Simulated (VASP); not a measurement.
A run of VASP 6.6.1 is set up as follows.

File INCAR:

```
SYSTEM = Y
PREC = Accurate
ENCUT = 520
EDIFF = 1E-6
ISMEAR = -1
SIGMA = 0.08
LREAL = .FALSE.
LASPH = .TRUE.
NELM = 80
ALGO = Normal
ISIF = 2
LWAVE = .FALSE.
LCHARG = .FALSE.
GGA = PS
NBANDS = 12
```

KPOINTS

```
regular mesh
0
G
  12 12 12
  0 0 0
```

POSCAR

```
Y
1.0
    3.1910629858      0.0000000000      0.0000000000
    0.0000000000      3.1910629858      0.0000000000
    0.0000000000      0.0000000000      3.1910629858
Y
1
Direct
    0.0000000000      0.0000000000      0.0000000000
```

Potentials or basis: VASP PAW PBE potentials, release 64 (Y_sv).

Command:

```bash
$ cat potpaw_PBE.64/Y_sv/POTCAR > POTCAR
$ mpirun -np 1 vasp_std > vasp.out
```

Q: Predict the pressure.

A: 0.0 GPa.

Caveat: the PAW data sets were made with another functional, which shifts forces and pressure a little.
